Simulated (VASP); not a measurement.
# CrC2 (P6_3/mmc) in VASP: a series of runs

The runs below take CrC2 through single point, relaxation of cell and atoms, with PBE.

All numbers are computed with VASP 6.6.1; they aren't measurements. Logs are shortened: lines on timing, memory, paths and dates and some standing lists are left out, and cuts for length are marked.

### 1 The cell of the first run

The structure is hexagonal, space group P6_3/mmc (No. 194). Conventional cell: a = 2.576 Å, b = 2.576 Å, c = 7.515 Å, α = 90.00°, β = 90.00°, γ = 120.00°. Cr (site symmetry -6m2) has 8 C at 2.12 to 2.21 Å and 6 Cr at 2.58 Å within 2.8 Å. Within 2.3 Å of C (site symmetry 3m) lie 3 C at 1.56 Å and 4 Cr at 2.12 to 2.21 Å.

### 2 Single point, PBE, collinear spin, ferromagnetic start

Input file INCAR:

```
PREC     = Accurate       # precision mode
ENCUT    = 600            # plane-wave cutoff, eV
EDIFF    = 1E-6           # SCF threshold, eV
ISMEAR   = 0              # smearing method
SIGMA    = 0.1            # smearing width, eV
LREAL    = False          # projectors in reciprocal space
LASPH    = True           # aspherical terms in the spheres
NELM     = 200            # most SCF steps
ALGO     = Normal         # electronic algorithm
ISIF     = 2              # what is computed and relaxed
LWAVE    = False          # write WAVECAR
LCHARG   = False          # write CHGCAR
ISPIN    = 2              # spin polarisation
MAGMOM   = 1.48 1.48 0 0 0 0 # initial moments
LORBIT   = 11             # projections on sites
LMAXMIX  = 4              # l up to which the mixer works
GGA      = PE             # functional
NBANDS   = 33             # bands
GGA_COMPAT= False
```

Input file KPOINTS:

```
Automatic mesh
0
Gamma
  12 12 4
```

Input file POSCAR:

```
CrC2
1.0
    2.5762948173      0.0000000000      0.0000000000
   -1.2881474087      2.2311367594      0.0000000000
    0.0000000000      0.0000000000      7.5148625825
Cr C
2 4
Direct
    0.3333333333      0.6666666667      0.2500000000
    0.6666666667      0.3333333333      0.7500000000
    0.6666666667      0.3333333333      0.4679735309
    0.3333333333      0.6666666667      0.5320264691
    0.3333333333      0.6666666667      0.9679735309
    0.6666666667      0.3333333333      0.0320264691
```

Potentials or basis: VASP PAW PBE potentials, release 64 (Cr_pv, C).

The run is started by

```sh
$ cat potpaw_PBE.64/Cr_pv/POTCAR potpaw_PBE.64/C/POTCAR > POTCAR
$ mpirun -np 1 vasp_std > vasp.out
```

OUTCAR:

```text
PREC = Accurate
   ENCUT = 600
   EDIFF = 1E-6
   ISMEAR = 0
   LREAL = False
   LASPH = True
   NELM = 200
   ISIF = 2
   ISPIN = 2
   LORBIT = 11
   GGA = PE

 ion  position               nearest neighbor table
   1  0.333  0.667  0.250-   4 2.12   5 2.12   3 2.21   6 2.21   3 2.21   6 2.21   3 2.21   6 2.21

   2  0.667  0.333  0.750-   3 2.12   6 2.12   4 2.21   5 2.21   4 2.21   5 2.21   5 2.21   4 2.21

   3  0.667  0.333  0.468-   4 1.56   4 1.56   4 1.56   2 2.12   1 2.21   1 2.21   1 2.21
   4  0.333  0.667  0.532-   3 1.56   3 1.56   3 1.56   1 2.12   2 2.21   2 2.21   2 2.21
   5  0.333  0.667  0.968-   6 1.56   6 1.56   6 1.56   1 2.12   2 2.21   2 2.21   2 2.21
   6  0.667  0.333  0.032-   5 1.56   5 1.56   5 1.56   2 2.12   1 2.21   1 2.21   1 2.21

  LATTYP: Found a hexagonal cell.
 ALAT       =     2.5762948173
 C/A-ratio  =     2.9169264837

  Lattice vectors:

 A1 = (   2.5762948173,   0.0000000000,   0.0000000000)
 A2 = (  -1.2881474087,   2.2311367594,   0.0000000000)
 A3 = (   0.0000000000,   0.0000000000,   7.5148625825)

Analysis of symmetry for initial positions (statically):
=====================================================================
 Subroutine PRICEL returns:
 Original cell was already a primitive cell.

 Routine SETGRP: Setting up the symmetry group for a
 hexagonal supercell.

 Subroutine GETGRP returns: Found 24 space group operations
 (whereof 12 operations were pure point group operations)
 out of a pool of 24 trial point group operations.

The static configuration has the point symmetry D_3d.
 The point group associated with its full space group is D_6h.

Analysis of symmetry for dynamics (positions and initial velocities):
=====================================================================
 Subroutine PRICEL returns:
 Original cell was already a primitive cell.

 Routine SETGRP: Setting up the symmetry group for a
 hexagonal supercell.

 Subroutine GETGRP returns: Found 24 space group operations
 (whereof 12 operations were pure point group operations)
 out of a pool of 24 trial point group operations.

The dynamic configuration has the point symmetry D_3d.
 The point group associated with its full space group is D_6h.

Analysis of structural, dynamic, and magnetic symmetry:
=====================================================================
 Subroutine PRICEL returns:
 Original cell was already a primitive cell.

 Routine SETGRP: Setting up the symmetry group for a
 hexagonal supercell.

 Subroutine GETGRP returns: Found 24 space group operations
 (whereof 12 operations were pure point group operations)
[... 149 lines left out ...]

 number of electron      39.9999996 magnetization       1.2366569

 Free energy of the ion-electron system (eV)
  ---------------------------------------------------
  ext. energy  EPLUGINS =         0.00000000
  ---------------------------------------------------
  free energy    TOTEN  =       -52.59847025 eV

  energy without entropy =      -52.58254965  energy(sigma->0) =      -52.59050995

 E-fermi :  12.6302     XC(G=0): -13.8714

 val. band max:       12.6243753501   @ k =   0.1667   0.0833   0.5000
 cond. band min:      12.6437310130   @ k =   0.4167   0.1667   0.0000
 fundamental gap:      0.0193556629
 Fermi energy:        12.6301507945

 spin component 1

 k-point     1 :       0.0000    0.0000    0.0000
  band No.  band energies     occupation
      1     -31.6605      1.00000
      2     -31.6378      1.00000
      3     -30.7610      1.00000
      4     -30.7610      1.00000
      5     -30.7603      1.00000
      6     -30.7603      1.00000
[... 829 lines left out ...]
     31      19.3597      0.00000
     32      20.5314      0.00000

 [... further k-points ...]

 spin component 2

 k-point     1 :       0.0000    0.0000    0.0000
  band No.  band energies     occupation
      1     -30.9447      1.00000
      2     -30.9199      1.00000
      3     -30.1667      1.00000
      4     -30.1667      1.00000
      5     -30.1659      1.00000
      6     -30.1659      1.00000
[... 829 lines left out ...]
     31      20.2246      0.00000
     32      20.7105      0.00000

 [... further k-points ...]

 [bands above 32 left out]

------------------------ aborting loop because EDIFF is reached ----------------------------------------

  FORCE on cell =-STRESS in cart. coord.  units (eV):
  Direction    XX          YY          ZZ          XY          YZ          ZX
  --------------------------------------------------------------------------------------
  -------------------------------------------------------------------------------------
  Total       -0.0010842     -0.0010842      0.1001799      0.0000000      0.0000000     -0.0000000
  in kB       -0.0402135     -0.0402135      3.7157678      0.0000000      0.0000000     -0.0000000
  external PRESSURE =       1.2117802 kB  Pullay stress =       0.0000000 kB

 VOLUME and BASIS-vectors are now :
 -----------------------------------------------------------------------------
  energy-cutoff  :      600.00
  volume of cell :       43.20
      direct lattice vectors                 reciprocal lattice vectors
     2.576294817  0.000000000  0.000000000     0.388154334  0.224101009  0.000000000
    -1.288147409  2.231136759  0.000000000     0.000000000  0.448202019  0.000000000
     0.000000000  0.000000000  7.514862583     0.000000000  0.000000000  0.133069632

 POSITION                                       TOTAL-FORCE (eV/Angst)
 -----------------------------------------------------------------------------------
     -0.00000      1.48742      1.87872         0.000000     -0.000000     -0.000000
      1.28815      0.74371      5.63615        -0.000000      0.000000     -0.000000
      1.28815      0.74371      3.51676        -0.000000     -0.000000      0.011127
     -0.00000      1.48742      3.99811         0.000000      0.000000     -0.011127
     -0.00000      1.48742      7.27419         0.000000     -0.000000      0.011127
      1.28815      0.74371      0.24067        -0.000000     -0.000000     -0.011127
 -----------------------------------------------------------------------------------
    total drift:                               -0.000000      0.000000     -0.000000

  FREE ENERGIE OF THE ION-ELECTRON SYSTEM (eV)
  ---------------------------------------------------
  free  energy   TOTEN  =       -52.5984702548 eV

  energy  without entropy=      -52.5825496547  energy(sigma->0) =      -52.59050995

 total charge

# of ion       s       p       d       tot
------------------------------------------
    1        0.330   6.384   4.478  11.191
    2        0.330   6.384   4.478  11.191
    3        0.815   1.660   0.000   2.475
    4        0.815   1.660   0.000   2.475
    5        0.815   1.660   0.000   2.475
    6        0.815   1.660   0.000   2.475
--------------------------------------------------
tot          3.920  19.408   8.956  32.284

 magnetization (x)

# of ion       s       p       d       tot
------------------------------------------
    1        0.005   0.006   0.602   0.613
    2        0.005   0.006   0.602   0.613
    3       -0.001  -0.002   0.000  -0.003
    4       -0.001  -0.002   0.000  -0.003
    5       -0.001  -0.002   0.000  -0.003
    6       -0.001  -0.002   0.000  -0.003
--------------------------------------------------
tot          0.006   0.004   1.204   1.214
```

OSZICAR:

```text
N       E                     dE             d eps       ncg     rms          rms(c)
DAV:   1     0.445445398826E+03    0.44545E+03   -0.22641E+04  7540   0.154E+03
DAV:   2    -0.270831983486E+02   -0.47253E+03   -0.44489E+03  7808   0.450E+02
DAV:   3    -0.568401587795E+02   -0.29757E+02   -0.28773E+02  8967   0.118E+02
DAV:   4    -0.576299724381E+02   -0.78981E+00   -0.77987E+00  9230   0.175E+01
DAV:   5    -0.576526670573E+02   -0.22695E-01   -0.22656E-01 10099   0.262E+00    0.281E+01
DAV:   6    -0.547958478977E+02    0.28568E+01   -0.35525E+01  9603   0.548E+01    0.124E+01
DAV:   7    -0.526559412813E+02    0.21399E+01   -0.10577E+01  8904   0.360E+01    0.778E+00
DAV:   8    -0.526203423908E+02    0.35599E-01   -0.93098E-01  9411   0.480E+00    0.269E+00
DAV:   9    -0.525975233076E+02    0.22819E-01   -0.92778E-02 10415   0.234E+00    0.746E-01
DAV:  10    -0.525982546771E+02   -0.73137E-03   -0.10510E-02  9119   0.562E-01    0.338E-01
DAV:  11    -0.525984384290E+02   -0.18375E-03   -0.10406E-03  9626   0.182E-01    0.860E-02
DAV:  12    -0.525984398858E+02   -0.14568E-05   -0.81514E-05  9101   0.600E-02    0.405E-02
DAV:  13    -0.525984574246E+02   -0.17539E-04   -0.13664E-05 10023   0.296E-02    0.232E-02
DAV:  14    -0.525984660088E+02   -0.85843E-05   -0.66374E-06  9270   0.184E-02    0.124E-02
DAV:  15    -0.525984689562E+02   -0.29474E-05   -0.31426E-06  7853   0.125E-02    0.752E-03
DAV:  16    -0.525984702469E+02   -0.12907E-05   -0.13131E-06  6566   0.861E-03    0.189E-03
DAV:  17    -0.525984702548E+02   -0.79031E-08   -0.34210E-07  5170   0.421E-03
   1 F= -.52598470E+02 E0= -.52590510E+02  d E =-.159206E-01  mag=     1.2370
```

stdout:

```text
POSCAR found type information on POSCAR CrC
 POSCAR found :  2 types and       6 ions
 scaLAPACK will be used
 LDA part: xc-table for (Slater+PW92), standard interpolation
 POSCAR, INCAR and KPOINTS ok, starting setup
 FFT: planning ... GRIDC
 FFT: planning ... GRID_SOFT
 FFT: planning ... GRID
 WAVECAR not read
 entering main loop
```

Run time: 6.3 min. Hardware: 1 thread of Intel Xeon 8259CL, shared host; peak memory 0.3 GiB.

What came out:

```
Free energy                                           : -52.5985 eV
Pressure                                              : 0.1 GPa
Largest force                                         : 0.011 eV/Å
Net moment                                            : 1.24 μB per cell
Site moments                                          : Cr +0.61; C -0.00 μB
Valence electrons inside the program's atomic spheres : Cr 11.19; C 2.48
```

Forces in eV/Å, atoms in the order of the input:
```
Cr   0.000  0.000  0.000
Cr   0.000  0.000  0.000
C    0.000  0.000  0.011
C    0.000  0.000 -0.011
C    0.000  0.000  0.011
C    0.000  0.000 -0.011
```

Levels at points of the mesh, in eV from the Fermi level:
Spin up:
| k point | band 17 | band 18 | band 19 | band 20 | band 21 | band 22 | band 23 | band 24 |
| --- | --- | --- | --- | --- | --- | --- | --- | --- |
| (0.00, 0.00, 0.00) | -1.55 | -1.55 | -0.90 | -0.90 | -0.19 | -0.19 | 0.84 | 0.84 |
| (0.50, 0.00, 0.00) | -3.66 | -3.31 | -1.00 | 0.61 | 0.74 | 1.07 | 1.38 | 1.57 |
| (0.00, 0.00, 0.50) | -1.29 | -1.29 | -1.29 | -1.29 | 0.39 | 0.39 | 0.39 | 0.39 |
| (0.50, 0.00, 0.50) | -3.20 | -3.20 | -0.23 | -0.23 | 0.54 | 0.54 | 1.58 | 1.58 |
Spin down:
```tsv
k point	band 16	band 17	band 18	band 19	band 20	band 21	band 22	band 23
(0.00, 0.00, 0.00)	-3.91	-1.11	-1.11	-0.45	-0.45	0.51	0.51	1.31
(0.50, 0.00, 0.00)	-5.34	-3.33	-3.06	-0.36	1.16	1.27	1.56	1.79
(0.00, 0.00, 0.50)	-4.57	-0.84	-0.84	-0.84	-0.84	1.04	1.04	1.04
(0.50, 0.00, 0.50)	-5.51	-2.94	-2.94	0.40	0.40	1.05	1.05	2.12
```

### 3 Relaxation of cell and atoms, PBE, collinear spin, ferromagnetic start

This run uses another cell than the first one, of 10.62 Å³/atom.

Input file INCAR:

```
SYSTEM = CrC2
ALGO = Normal
EDIFF = 1E-7
EDIFFG = -0.08
ENCUT = 600
GGA = PE
GGA_COMPAT = .FALSE.
IBRION = 2
ISIF = 3
ISMEAR = 0
ISPIN = 2
LASPH = .TRUE.
LCHARG = .FALSE.
LMAXMIX = 4
LORBIT = 11
LREAL = .FALSE.
LWAVE = .FALSE.
MAGMOM = 3 3 0 0 0 0
NELM = 200
NELMIN = 4
NSW = 36
PREC = Accurate
SIGMA = 0.2
```

Input file KPOINTS:

```
k-points
0
G
  6 6 2
  0 0 0
```

Input file POSCAR:

```
CrC2
1.0
    3.0003506500      0.0000000000      0.0000000000
   -1.5001753300      2.5983798900      0.0000000000
    0.0000000000      0.0000000000      8.1733690200
Cr C
2 4
Direct
    0.3333333300      0.6666666700      0.2500000000
    0.6666666700      0.3333333300      0.7500000000
    0.6666666700      0.3333333300      0.4520000000
    0.3333333300      0.6666666700      0.5480000000
    0.3333333300      0.6666666700      0.9520000000
    0.6666666700      0.3333333300      0.0480000000
```

Potentials or basis: VASP PAW PBE potentials, release 64 (Cr_pv, C).

The run is started by

```sh
$ cat potpaw_PBE.64/Cr_pv/POTCAR potpaw_PBE.64/C/POTCAR > POTCAR
$ mpirun -np 1 vasp_std > vasp.out
```

OUTCAR:

```text
SYSTEM = CrC2
   EDIFF = 1E-7
   EDIFFG = -0.08
   ENCUT = 600
   GGA = PE
   IBRION = 2
   ISIF = 3
   ISMEAR = 0
   ISPIN = 2
   LASPH = .TRUE.
   LORBIT = 11
   LREAL = .FALSE.
   NELM = 200
   NELMIN = 4
   NSW = 36
   PREC = Accurate

 ion  position               nearest neighbor table
   1  0.333  0.667  0.250-   3 2.39   6 2.39   3 2.39   6 2.39   3 2.39   6 2.39   5 2.44   4 2.44

   2  0.667  0.333  0.750-   4 2.39   5 2.39   4 2.39   5 2.39   4 2.39   5 2.39   3 2.44   6 2.44

   3  0.667  0.333  0.452-   4 1.90   4 1.90   4 1.90   1 2.39   1 2.39   1 2.39   2 2.44
   4  0.333  0.667  0.548-   3 1.90   3 1.90   3 1.90   2 2.39   2 2.39   2 2.39   1 2.44
   5  0.333  0.667  0.952-   6 1.90   6 1.90   6 1.90   2 2.39   2 2.39   2 2.39   1 2.44
   6  0.667  0.333  0.048-   5 1.90   5 1.90   5 1.90   1 2.39   1 2.39   1 2.39   2 2.44

  LATTYP: Found a hexagonal cell.
 ALAT       =     3.0003506500
 C/A-ratio  =     2.7241379337

  Lattice vectors:

[... 1389 lines left out ...]

 val. band max:       12.5984728775   @ k =   0.1667   0.1667   0.5000
 cond. band min:      12.7258036761   @ k =   0.5000   0.0000   0.5000
 fundamental gap:      0.1273307986
 Fermi energy:        12.6762649359

 spin component 1

 k-point     1 :       0.0000    0.0000    0.0000
  band No.  band energies     occupation
      1     -31.3233      1.00000
      2     -31.2977      1.00000
      3     -30.4328      1.00000
      4     -30.4328      1.00000
      5     -30.4320      1.00000
      6     -30.4320      1.00000
[... 865 lines left out ...]
  FREE ENERGIE OF THE ION-ELECTRON SYSTEM (eV)
  ---------------------------------------------------
  free  energy   TOTEN  =       -52.5920706583 eV

  energy  without entropy=      -52.4902484465  energy(sigma->0) =      -52.54115955

 reached required accuracy - stopping structural energy minimisation

 total charge

# of ion       s       p       d       tot
------------------------------------------
    1        0.332   6.394   4.487  11.212
    2        0.332   6.394   4.487  11.212
    3        0.814   1.653   0.000   2.468
    4        0.814   1.653   0.000   2.468
    5        0.814   1.653   0.000   2.468
    6        0.814   1.653   0.000   2.468
--------------------------------------------------
tot          3.921  19.400   8.974  32.295

 magnetization (x)

# of ion       s       p       d       tot
------------------------------------------
    1       -0.000  -0.000  -0.003  -0.003
    2       -0.000  -0.000  -0.003  -0.003
    3        0.000  -0.000   0.000  -0.000
    4        0.000  -0.000   0.000  -0.000
    5        0.000  -0.000   0.000  -0.000
    6        0.000  -0.000   0.000  -0.000
--------------------------------------------------
tot         -0.000  -0.000  -0.005  -0.006
```

OSZICAR:

```text
N       E                     dE             d eps       ncg     rms          rms(c)
DAV:   1     0.420653863363E+03    0.42065E+03   -0.23297E+04  1512   0.173E+03
DAV:   2    -0.138726443663E+02   -0.43453E+03   -0.42092E+03  1535   0.475E+02
DAV:   3    -0.514041376624E+02   -0.37531E+02   -0.35874E+02  2197   0.125E+02
[... 112 lines left out ...]
DAV:   6    -0.525921012250E+02   -0.12873E-04   -0.14932E-04  1875   0.126E-01    0.335E-02
DAV:   7    -0.525920704167E+02    0.30808E-04   -0.10819E-04  2034   0.827E-02    0.624E-03
DAV:   8    -0.525920708259E+02   -0.40917E-06   -0.11481E-05  1623   0.270E-02    0.646E-03
DAV:   9    -0.525920705803E+02    0.24561E-06   -0.72833E-07  1855   0.501E-03    0.343E-03
DAV:  10    -0.525920706583E+02   -0.78081E-07   -0.11665E-07   882   0.255E-03
   9 F= -.52592071E+02 E0= -.52541160E+02  d E =-.185140E-02  mag=    -0.0047
```

Run time: 12 min. Hardware: 1 thread of Intel Xeon 8259CL, shared host; peak memory 0.26 GiB.

Results:

* Free energy: -52.5921 eV
* Relaxed volume: 7.17 Å³/atom
* Relaxed cell: a = 2.583 Å, b = 2.583 Å, c = 7.451 Å, α = 90.00°, β = 90.00°, γ = 120.00°
* Space group after relaxing (to 0.1 Å): P6_3/mmc (No. 194)
* Energy gained by relaxing: 977.4 meV/atom
* Ionic steps: 9
* Pressure after relaxing: -0.1 GPa
* Largest force after relaxing: 0.029 eV/Å
* Band gap on the k mesh: zero (filled and empty bands overlap)
* Net moment: 0.00 μB per cell
* Valence electrons inside the program's atomic spheres: Cr 11.21; C 2.47

Forces in eV/Å, atoms in the order of the input:
```
Cr   0.000  0.000  0.000
Cr   0.000  0.000  0.000
C    0.000  0.000  0.029
C    0.000  0.000 -0.029
C    0.000  0.000  0.029
C    0.000  0.000 -0.029
```

Step by step:
```tsv
step	energy change (eV)	largest force (eV/Å)	pressure (GPa)	volume (Å³)
1	0.0000	1.9770	-52.87	63.72
2	-4.4158	1.0190	81.40	36.56
3	-5.7903	0.3856	-0.97	42.76
4	-5.7911	0.3277	2.30	42.40
5	-5.8363	0.2370	1.70	42.56
6	-5.8598	0.1231	1.71	42.72
7	-5.8623	0.0642	1.92	42.79
8	-5.8587	0.0297	-3.59	43.47
9	-5.8641	0.0286	-0.15	43.04
```

Final structure:
```xyz
6
Lattice="2.5828 0.0000 0.0000 -1.2914 2.2367 0.0000 0.0000 0.0000 7.4505" Properties=species:S:1:pos:R:3 pbc="T T T"
Cr    0.0000    1.4912    1.8626
Cr    1.2914    0.7456    5.5879
C     1.2914    0.7456    3.4764
C     0.0000    1.4912    3.9742
C     0.0000    1.4912    7.2016
C     1.2914    0.7456    0.2489
```

Caveat: the k points lie up to 0.47 Å⁻¹ apart in the final cell, too coarse for converged energies and pressures of a metal; the volume moved by over 15 % at a fixed basis, so the end points are rough.
